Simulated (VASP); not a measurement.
# Eu (Im-3m) in VASP: notebook

The runs below take Eu through single point, with PBEsol+U.

Program: VASP 6.6.1. These are calculated values, not measurements. Logs are shortened: lines on timing, memory, paths and dates and some standing lists are left out, and cuts for length are marked.

### Step 1. The cell of the first run

Symmetry: Im-3m, No. 229, cubic system. Conventional cell: a = 4.610 Å, b = 4.610 Å, c = 4.610 Å, α = 90.00°, β = 90.00°, γ = 90.00°. Within 5.2 Å of Eu (site symmetry m-3m) lie 14 Eu at 3.99 to 4.61 Å.

### Step 2. Single point, PBEsol+U, collinear spin, antiferromagnetic start

Contents of INCAR:

```
SYSTEM = Eu
PREC = Accurate
ENCUT = 520
EDIFF = 1E-6
ISMEAR = 0
SIGMA = 0.05
LREAL = .FALSE.
LASPH = .TRUE.
NELM = 150
ALGO = Normal
ISIF = 2
LWAVE = .FALSE.
LCHARG = .FALSE.
ISPIN = 2
MAGMOM = 7 -7
LORBIT = 11
LMAXMIX = 6
LDAU = .TRUE.
LDAUTYPE = 2
LDAUL = 3
LDAUU = 5
LDAUJ = 0
LDAUPRINT = 1
GGA = PS
NBANDS = 28
```

Contents of KPOINTS:

```
regular mesh
0
G
  4 4 4
  0 0 0
```

Contents of POSCAR:

```
Eu
1.0
   -2.3050001490      2.3050001490      2.3050001490
    2.3050001490     -2.3050001490      2.3050001490
    4.6100002980      4.6100002980     -4.6100002980
Eu
2
Direct
    0.0000000000      0.0000000000      0.0000000000
    0.0000000000      0.0000000000      0.5000000000
```

Potentials or basis: VASP PAW PBE potentials, release 64 (Eu).

On the command line:

```sh
$ cat potpaw_PBE.64/Eu/POTCAR > POTCAR
$ mpirun -np 1 vasp_std > vasp.out
```

OUTCAR:

```text
SYSTEM = Eu
   PREC = Accurate
   ENCUT = 520
   EDIFF = 1E-6
   ISMEAR = 0
   LREAL = .FALSE.
   LASPH = .TRUE.
   NELM = 150
   ISIF = 2
   ISPIN = 2
   LORBIT = 11
   GGA = PS

 ion  position               nearest neighbor table
   1  0.000  0.000  0.000-
   2  0.000  0.000  0.500-

  LATTYP: Found a base centered orthorhombic cell.
 ALAT       =     4.6100002980
 B/A-ratio  =     1.4142135624
 C/A-ratio  =     1.4142135624

  Lattice vectors:

 A1 = (  -2.3050001490,   2.3050001490,   2.3050001490)
 A2 = (   2.3050001490,  -2.3050001490,   2.3050001490)
 A3 = (   4.6100002980,   4.6100002980,   0.0000000000)

Analysis of symmetry for initial positions (statically):
=====================================================================
 Subroutine PRICEL returns following result:

  LATTYP: Found a body centered cubic cell.
 ALAT       =     4.6100002980
[... 12 lines left out ...]
 Subroutine GETGRP returns: Found  8 space group operations
 (whereof  8 operations were pure point group operations)
 out of a pool of  8 trial point group operations.

The static configuration has the point symmetry D_2h.

Analysis of symmetry for dynamics (positions and initial velocities):
=====================================================================
 Subroutine PRICEL returns following result:

  LATTYP: Found a body centered cubic cell.
 ALAT       =     4.6100002980
[... 12 lines left out ...]
 Subroutine GETGRP returns: Found  8 space group operations
 (whereof  8 operations were pure point group operations)
 out of a pool of  8 trial point group operations.

The dynamic configuration has the point symmetry D_2h.

Analysis of structural, dynamic, and magnetic symmetry:
=====================================================================
 Subroutine PRICEL returns following result:

  LATTYP: Found a body centered cubic cell.
 ALAT       =     4.6100002980
[... 12 lines left out ...]
 Subroutine GETGRP returns: Found  8 space group operations
 (whereof  8 operations were pure point group operations)
 out of a pool of  8 trial point group operations.

The overall configuration has the point symmetry D_2h.

 Subroutine INISYM returns: Found  8 space group operations
 (whereof  8 operations are pure point group operations),
 and found     2 'primitive' translations

----------------------------------------------------------------------------------------

                                     Primitive cell

  volume of cell :      48.9861

  direct lattice vectors                    reciprocal lattice vectors
    -2.305000149  2.305000149  2.305000149     0.000000000  0.216919726  0.216919726
     2.305000149 -2.305000149  2.305000149     0.216919726  0.000000000  0.216919726
     2.305000149  2.305000149 -2.305000149     0.216919726  0.216919726  0.000000000

  length of vectors
     3.992377370  3.992377370  3.992377370     0.306770818  0.306770818  0.306770818

  position of ions in fractional coordinates (direct lattice)
     0.000000000  0.000000000  0.000000000

  ion indices of the primitive-cell ions
[... 160 lines left out ...]
spin component  1

  0.0001  0.0000  0.0000 -0.0000 -0.0000  0.0000  0.0000
  0.0000  0.0001 -0.0000 -0.0000  0.0000 -0.0000 -0.0000
  0.0000 -0.0000  0.0001  0.0000  0.0000 -0.0000  0.0000
 -0.0000 -0.0000  0.0000  0.0001  0.0000  0.0000  0.0000
 -0.0000  0.0000  0.0000  0.0000  0.0001 -0.0000 -0.0000
  0.0000 -0.0000 -0.0000  0.0000 -0.0000  0.0001  0.0000
  0.0000 -0.0000  0.0000  0.0000 -0.0000  0.0000  0.0001

spin component  2

  0.9755 -0.0000  0.0014  0.0000 -0.0000 -0.0000  0.0001
 -0.0000  0.9759  0.0000 -0.0003 -0.0000  0.0000 -0.0000
  0.0014  0.0000  0.9747 -0.0000  0.0006  0.0000  0.0000
  0.0000 -0.0003 -0.0000  0.9764  0.0000 -0.0000 -0.0000
 -0.0000 -0.0000  0.0006  0.0000  0.9747  0.0000 -0.0014
 -0.0000  0.0000  0.0000 -0.0000  0.0000  0.9737 -0.0000
  0.0001 -0.0000  0.0000 -0.0000 -0.0014 -0.0000  0.9755

 occupancies and eigenvectors

  o =  0.0001  v = -0.2035  0.0000  0.6772  0.0000 -0.6772  0.0000 -0.2035  0.0000  0.0000  0.0000  0.0000  0.0000  0.0000  0.0000      0.0000  0.0000  0.0000  0.0000  0.0000  0.0000  0.0000  0.0000  0.0000  0.0000  0.0000  0.0000  0.0000  0.0000
  o =  0.0001  v = -0.0000  0.0000  0.0000  0.0000 -0.0000 -1.0000  0.0000  0.0000  0.0000  0.0000  0.0000  0.0000  0.0000  0.0000      0.0000  0.0000  0.0000  0.0000  0.0000  0.0000  0.0000  0.0000  0.0000  0.0000  0.0000  0.0000  0.0000  0.0000
  o =  0.0001  v = -0.5892 -0.0000  0.3910 -0.0000  0.3910  0.0000  0.5892  0.0000  0.0000  0.0000  0.0000  0.0000  0.0000  0.0000      0.0000  0.0000  0.0000  0.0000  0.0000  0.0000  0.0000  0.0000  0.0000  0.0000  0.0000  0.0000  0.0000  0.0000
  o =  0.0001  v =  0.0000 -0.8507 -0.0000 -0.5256 -0.0000 -0.0000 -0.0000  0.0000  0.0000  0.0000  0.0000  0.0000  0.0000  0.0000      0.0000  0.0000  0.0000  0.0000  0.0000  0.0000  0.0000  0.0000  0.0000  0.0000  0.0000  0.0000  0.0000  0.0000
  o =  0.0001  v = -0.3910 -0.0000 -0.5892  0.0000 -0.5892  0.0000  0.3910  0.0000  0.0000  0.0000  0.0000  0.0000  0.0000  0.0000      0.0000  0.0000  0.0000  0.0000  0.0000  0.0000  0.0000  0.0000  0.0000  0.0000  0.0000  0.0000  0.0000  0.0000
  o =  0.0001  v =  0.0000  0.5256 -0.0000 -0.8507 -0.0000 -0.0000  0.0000  0.0000  0.0000  0.0000  0.0000  0.0000  0.0000  0.0000      0.0000  0.0000  0.0000  0.0000  0.0000  0.0000  0.0000  0.0000  0.0000  0.0000  0.0000  0.0000  0.0000  0.0000
  o =  0.0001  v = -0.6772  0.0000 -0.2035 -0.0000  0.2035 -0.0000 -0.6772  0.0000  0.0000  0.0000  0.0000  0.0000  0.0000  0.0000      0.0000  0.0000  0.0000  0.0000  0.0000  0.0000  0.0000  0.0000  0.0000  0.0000  0.0000  0.0000  0.0000  0.0000
  o =  0.9733  v =  0.0000  0.0000  0.0000  0.0000  0.0000  0.0000  0.0000  0.3651 -0.0000 -0.6056 -0.0000  0.6056  0.0000  0.3651      0.0000  0.0000  0.0000  0.0000  0.0000  0.0000  0.0000  0.0000  0.0000  0.0000  0.0000  0.0000  0.0000  0.0000
  o =  0.9737  v =  0.0000  0.0000  0.0000  0.0000  0.0000  0.0000  0.0000 -0.0000  0.0000  0.0000  0.0000  0.0000  1.0000  0.0000      0.0000  0.0000  0.0000  0.0000  0.0000  0.0000  0.0000  0.0000  0.0000  0.0000  0.0000  0.0000  0.0000  0.0000
  o =  0.9739  v =  0.0000  0.0000  0.0000  0.0000  0.0000  0.0000  0.0000 -0.4902 -0.0000  0.5097 -0.0000  0.5097 -0.0000  0.4902      0.0000  0.0000  0.0000  0.0000  0.0000  0.0000  0.0000  0.0000  0.0000  0.0000  0.0000  0.0000  0.0000  0.0000
  o =  0.9758  v =  0.0000  0.0000  0.0000  0.0000  0.0000  0.0000  0.0000  0.0000 -0.8992  0.0000 -0.4376 -0.0000  0.0000  0.0000      0.0000  0.0000  0.0000  0.0000  0.0000  0.0000  0.0000  0.0000  0.0000  0.0000  0.0000  0.0000  0.0000  0.0000
  o =  0.9766  v =  0.0000  0.0000  0.0000  0.0000  0.0000  0.0000  0.0000 -0.6056 -0.0000 -0.3651  0.0000  0.3651  0.0000 -0.6056      0.0000  0.0000  0.0000  0.0000  0.0000  0.0000  0.0000  0.0000  0.0000  0.0000  0.0000  0.0000  0.0000  0.0000
  o =  0.9766  v =  0.0000  0.0000  0.0000  0.0000  0.0000  0.0000  0.0000 -0.0000  0.4376 -0.0000 -0.8992  0.0000  0.0000 -0.0000      0.0000  0.0000  0.0000  0.0000  0.0000  0.0000  0.0000  0.0000  0.0000  0.0000  0.0000  0.0000  0.0000  0.0000
  o =  0.9768  v =  0.0000  0.0000  0.0000  0.0000  0.0000  0.0000  0.0000  0.5097  0.0000  0.4902 -0.0000  0.4902  0.0000 -0.5097      0.0000  0.0000  0.0000  0.0000  0.0000  0.0000  0.0000  0.0000  0.0000  0.0000  0.0000  0.0000  0.0000  0.0000

 number of electron      34.0000014 magnetization       0.0000000

 Free energy of the ion-electron system (eV)
  ---------------------------------------------------
  ext. energy  EPLUGINS =         0.00000000
  ---------------------------------------------------
  free energy    TOTEN  =       -22.00588525 eV

  energy without entropy =      -22.00517738  energy(sigma->0) =      -22.00553132

 E-fermi :   1.4372     XC(G=0):  -8.3023

 val. band max:        1.3728152100   @ k =   0.2500   0.2500   0.2500
 cond. band min:       1.5075893376   @ k =   0.5000   0.2500   0.2500
 fundamental gap:      0.1347741275
 Fermi energy:         1.4371745941

 spin component 1

 k-point     1 :       0.0000    0.0000    0.0000
  band No.  band energies     occupation
      1     -39.6133      1.00000
      2     -36.4599      1.00000
      3     -18.5490      1.00000
      4     -18.4485      1.00000
      5     -18.4074      1.00000
      6     -16.2379      1.00000
[... 640 lines left out ...]
     27       7.3338      0.00000
     28       8.3339      0.00000
 Fermi energy:         1.4371745941

 spin component 2

 k-point     1 :       0.0000    0.0000    0.0000
  band No.  band energies     occupation
      1     -39.6133      1.00000
      2     -36.4599      1.00000
      3     -18.5490      1.00000
      4     -18.4485      1.00000
      5     -18.4074      1.00000
      6     -16.2379      1.00000
[... 640 lines left out ...]
     27       7.3337      0.00000
     28       8.2924      0.00000

------------------------ aborting loop because EDIFF is reached ----------------------------------------

  FORCE on cell =-STRESS in cart. coord.  units (eV):
  Direction    XX          YY          ZZ          XY          YZ          ZX
  --------------------------------------------------------------------------------------
  -------------------------------------------------------------------------------------
  Total       -0.7689971     -0.7689971     -0.7310844      0.0674913      0.0000000      0.0000000
  in kB      -12.5757069    -12.5757069    -11.9557070      1.1037108      0.0000000      0.0000000
  external PRESSURE =     -12.3690403 kB  Pullay stress =       0.0000000 kB

 VOLUME and BASIS-vectors are now :
 -----------------------------------------------------------------------------
  energy-cutoff  :      520.00
  volume of cell :       97.97
      direct lattice vectors                 reciprocal lattice vectors
    -2.305000149  2.305000149  2.305000149     0.000000000  0.216919726  0.216919726
     2.305000149 -2.305000149  2.305000149     0.216919726  0.000000000  0.216919726
     4.610000298  4.610000298 -4.610000298     0.108459863  0.108459863  0.000000000

 POSITION                                       TOTAL-FORCE (eV/Angst)
 -----------------------------------------------------------------------------------
      0.00000      0.00000      0.00000         0.000000     -0.000000      0.000000
      2.30500      2.30500     -2.30500        -0.000000      0.000000     -0.000000
 -----------------------------------------------------------------------------------
    total drift:                                0.000000      0.000000     -0.000000

  FREE ENERGIE OF THE ION-ELECTRON SYSTEM (eV)
  ---------------------------------------------------
  free  energy   TOTEN  =       -22.0058852514 eV

  energy  without entropy=      -22.0051773789  energy(sigma->0) =      -22.00553132

 total charge

# of ion       s       p       d       f       tot
--------------------------------------------------
    1        2.079   5.709   0.191   6.820  14.799
    2        2.079   5.709   0.191   6.820  14.799
--------------------------------------------------
tot          4.157  11.418   0.382  13.641  29.599

 magnetization (x)

# of ion       s       p       d       f       tot
--------------------------------------------------
    1        0.001  -0.099   0.064   6.819   6.786
    2       -0.001   0.099  -0.064  -6.819  -6.786
--------------------------------------------------
tot          0.000   0.000   0.000   0.000   0.000
```

Run time: 87 s. Hardware: 1 thread of Intel Xeon 6975P-C (Granite Rapids), shared host; peak memory 0.31 GiB.

What came out:

```yaml
Free_energy: -22.0059 eV
Pressure: -1.2 GPa
Band_gap_on_the_k_mesh: zero (filled and empty bands overlap)
Net_moment: 0.00 μB per cell
Site_moments: Eu +6.79, -6.79 μB
Valence_electrons_inside_the_program's_atomic_spheres: Eu 14.80
```

Stress tensor (GPa, compression positive):
```
-1.26  0.11  0.00
 0.11 -1.26  0.00
 0.00  0.00 -1.20
```

Eigenvalues of the final occupation matrices:
```csv
site,spin,trace,eigenvalues
site 1 f,1,6.83,0.97 0.97 0.97 0.98 0.98 0.98 0.98
site 1 f,2,0.00,0.00 0.00 0.00 0.00 0.00 0.00 0.00
site 2 f,1,0.00,0.00 0.00 0.00 0.00 0.00 0.00 0.00
site 2 f,2,6.83,0.97 0.97 0.97 0.98 0.98 0.98 0.98
```

Caveat: the k points lie up to 0.42 Å⁻¹ apart, too coarse for converged energies and pressures of a metal; the antiferromagnetic order is the one typed at the start, and another may lie lower; the PAW data sets were made with another functional, which shifts forces and pressure a little; spin-orbit coupling is left out, which moves the levels of the heavy elements.

### Step 3. Single point, PBEsol+U, collinear spin, antiferromagnetic start

This run uses another cell than the first one, of the same volume but with other edges.

Contents of INCAR:

```
SYSTEM = Eu
ALGO     = Normal         ! electronic algorithm
EDIFF    = 1E-7           ! SCF threshold, eV
ENCUT    = 520            ! plane-wave cutoff, eV
GGA      = PS             ! functional
ISIF     = 2              ! what is computed and relaxed
ISMEAR   = 0              ! smearing method
ISPIN    = 2              ! spin polarisation
LASPH    = .TRUE.         ! aspherical terms in the spheres
LCHARG   = .FALSE.        ! write CHGCAR
LDAU     = .TRUE.         ! DFT+U
LDAUJ    = 0            
LDAUL    = 3              ! shell
LDAUPRINT= 1            
LDAUTYPE = 2            
LDAUU    = 5              ! U, eV
LMAXMIX  = 6              ! l up to which the mixer works
LORBIT   = 11             ! projections on sites
LREAL    = .FALSE.        ! projectors in reciprocal space
LWAVE    = .FALSE.        ! write WAVECAR
MAGMOM   = 7 -7           ! initial moments
NBANDS   = 28             ! bands
NELM     = 150            ! most SCF steps
PREC     = Accurate       ! precision mode
SIGMA    = 0.05           ! smearing width, eV
```

Contents of KPOINTS:

```
k-points
0
G
  10 10 5
  0 0 0
```

Contents of POSCAR:

```
Eu
1.0
    0.0000000000      4.6100002980      0.0000000000
    4.6100002980      0.0000000000      0.0000000000
    4.6100002980      4.6100002980     -4.6100002980
Eu
2
Direct
    0.0000000000      0.0000000000      0.0000000000
    0.0000000000      0.0000000000      0.5000000000
```

Potentials or basis: VASP PAW PBE potentials, release 64 (Eu).

On the command line:

```sh
$ cat potpaw_PBE.64/Eu/POTCAR > POTCAR
$ mpirun -np 1 vasp_std > vasp.out
```

Run time: 2.4 min. Hardware: 1 thread of Intel Xeon 6975P-C (Granite Rapids), shared host; peak memory 0.4 GiB.

Results (log left out):

```yaml
Free_energy: -21.9721 eV
Pressure: -1.2 GPa
Band_gap_on_the_k_mesh: zero (filled and empty bands overlap)
Net_moment: 0.00 μB per cell
Site_moments: Eu +6.77, -6.77 μB
Valence_electrons_inside_the_program's_atomic_spheres: Eu 14.80
```

Levels at points of the mesh, in eV from the Fermi level:
Spin up:
```tsv
k point	band 14	band 15	band 16	band 17	band 18	band 19	band 20	band 21
(0.00, 0.00, 0.00)	-1.50	-1.50	-1.50	-0.34	-0.34	2.34	2.34	2.34
(0.50, 0.00, 0.00)	-1.47	-1.47	-1.14	-1.03	0.90	0.90	1.08	1.08
```
Spin down:
| k point | band 15 | band 16 | band 17 | band 18 | band 19 | band 20 |
| --- | --- | --- | --- | --- | --- | --- |
| (0.00, 0.00, 0.00) | -1.50 | -1.50 | -0.34 | -0.34 | 2.34 | 2.34 |
| (0.50, 0.00, 0.00) | -1.47 | -1.14 | -1.03 | 0.90 | 0.90 | 1.08 |

Eigenvalues of the final occupation matrices:
| site | spin | trace | eigenvalues |
| --- | --- | --- | --- |
| site 1 f | 1 | 6.83 | 0.97 0.97 0.97 0.98 0.98 0.98 0.98 |
| site 1 f | 2 | 0.00 | 0.00 0.00 0.00 0.00 0.00 0.00 0.00 |
| site 2 f | 1 | 0.00 | 0.00 0.00 0.00 0.00 0.00 0.00 0.00 |
| site 2 f | 2 | 6.83 | 0.97 0.97 0.97 0.98 0.98 0.98 0.98 |

Caveat: the antiferromagnetic order is the one typed at the start, and another may lie lower; the PAW data sets were made with another functional, which shifts forces and pressure a little; spin-orbit coupling is left out, which moves the levels of the heavy elements.

[end of part 1 of 2]

The gap in the log of VASP goes by the Fermi energy; the results here count the filled bands.